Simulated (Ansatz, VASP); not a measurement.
# MoP4: VASP beside Ansatz

The input POSCAR:

```
MoP4
1.0
    2.6565000000     -5.5695000000      0.0000000000
    2.6565000000      5.5695000000      0.0000000000
   -2.0515200000      0.0000000000      5.4464400000
Mo P
2 8
Direct
    0.9375900000      0.0624100000      0.2500000000
    0.0624100000      0.9375900000      0.7500000000
    0.1851800000      0.3623600000      0.6779700000
    0.6376400000      0.8148200000      0.8220300000
    0.8148200000      0.6376400000      0.3220300000
    0.3623600000      0.1851800000      0.1779700000
    0.0527300000      0.4950300000      0.1899600000
    0.5049700000      0.9472700000      0.3100400000
    0.9472700000      0.5049700000      0.8100400000
    0.4950300000      0.0527300000      0.6899600000
```

The input INCAR.step1:

```
SYSTEM = MoP4
ALGO     = Normal         ! electronic algorithm
EDIFF    = 1E-4           ! SCF threshold, eV
ENCUT    = 520            ! plane-wave cutoff, eV
GGA      = PE             ! functional
ISMEAR   = -1             ! smearing method
ISPIN    = 2              ! spin polarisation
LASPH    = .True.         ! aspherical terms in the spheres
LCHARG   = .False.        ! write CHGCAR
LMAXMIX  = 4              ! l up to which the mixer works
LREAL    = .False.        ! projectors in reciprocal space
LWAVE    = .True.         ! write WAVECAR
MAGMOM   = 2 2 0 0 0 0 0 0 0 0 ! initial moments
NBANDS   = 49             ! bands
NELM     = 150            ! most SCF steps
PREC     = Accurate       ! precision mode
SIGMA    = 0.05           ! smearing width, eV
```

INCAR.step2

```
SYSTEM = MoP4
ALGO     = Normal         ! electronic algorithm
EDIFF    = 1E-6           ! SCF threshold, eV
ENCUT    = 520            ! plane-wave cutoff, eV
ISIF     = 2              ! what is computed and relaxed
ISMEAR   = -1             ! smearing method
ISPIN    = 2              ! spin polarisation
ISTART   = 1            
LASPH    = .True.         ! aspherical terms in the spheres
LCHARG   = .False.        ! write CHGCAR
LMAXMIX  = 4              ! l up to which the mixer works
LMIXTAU  = .True.       
LORBIT   = 11             ! projections on sites
LREAL    = .False.        ! projectors in reciprocal space
LWAVE    = .False.        ! write WAVECAR
MAGMOM   = 2 2 0 0 0 0 0 0 0 0 ! initial moments
METAGGA  = R2SCAN         ! meta-GGA
NBANDS   = 49             ! bands
NELM     = 150            ! most SCF steps
PREC     = Accurate       ! precision mode
SIGMA    = 0.05           ! smearing width, eV
```

The input KPOINTS:

```
k-points
0
Gamma
  4 4 4
  0 0 0
```

Input for Ansatz:

```yaml
crystal:
  lattice:
    - [2.6565, -5.5695, 0.0]
    - [2.6565, 5.5695, 0.0]
    - [-2.05152, 0.0, 5.44644]
  atoms:
    - { symbol: Mo, position: [0.93759, 0.06241, 0.25], spin: 2.0 }
    - { symbol: Mo, position: [0.06241, 0.93759, 0.75], spin: 2.0 }
    - { symbol: P, position: [0.18518, 0.36236, 0.67797] }
    - { symbol: P, position: [0.63764, 0.81482, 0.82203] }
    - { symbol: P, position: [0.81482, 0.63764, 0.32203] }
    - { symbol: P, position: [0.36236, 0.18518, 0.17797] }
    - { symbol: P, position: [0.05273, 0.49503, 0.18996] }
    - { symbol: P, position: [0.50497, 0.94727, 0.31004] }
    - { symbol: P, position: [0.94727, 0.50497, 0.81004] }
    - { symbol: P, position: [0.49503, 0.05273, 0.68996] }
magnetization:
  spin_polarized: true
hamiltonian:
  xc: r2scan
  pseudopotentials: { kind: paw }
basis:
  ecutwfc: 500
kpoints:
  mp_grid: { grid: [4, 4, 4] }
scf:
  occupations: { method: fermi_dirac, width: 0.05 }
  lower_state_search: "off"
output:
  forces: true
  stress: true
```

Alike in both runs: task single point; functional r2SCAN; k mesh 4 × 4 × 4; occupations fermi-dirac, width 0.05 eV; collinear spin.

|  | VASP | Ansatz |
| --- | --- | --- |
| version | VASP 6.6.1 | Ansatz 0.2.0 |
| potentials or method | VASP PAW PBE potentials, release 64 (Mo_sv, P), cutoff 520 eV | PAW, plane waves, scalar-relativistic |
| valence electrons in the cell | 68 | 68 |

```tsv
	VASP	Ansatz	Ansatz less VASP
pressure (GPa)	1.9	2.3	+0.34
traceless stress, the component that is largest in VASP (GPa)	1.88	1.80	-0.079
rms of the force components (eV/Å)	0.816	0.773	-0.0427
net moment per atom (μB)	0.00	0.00	0.000
```

VASP's potentials were made for PBE, not for r2SCAN. Atom by atom the forces differ by 0.046 eV/Å (rms over components). Ansatz's warnings: seeded moment not kept, stability check not made.
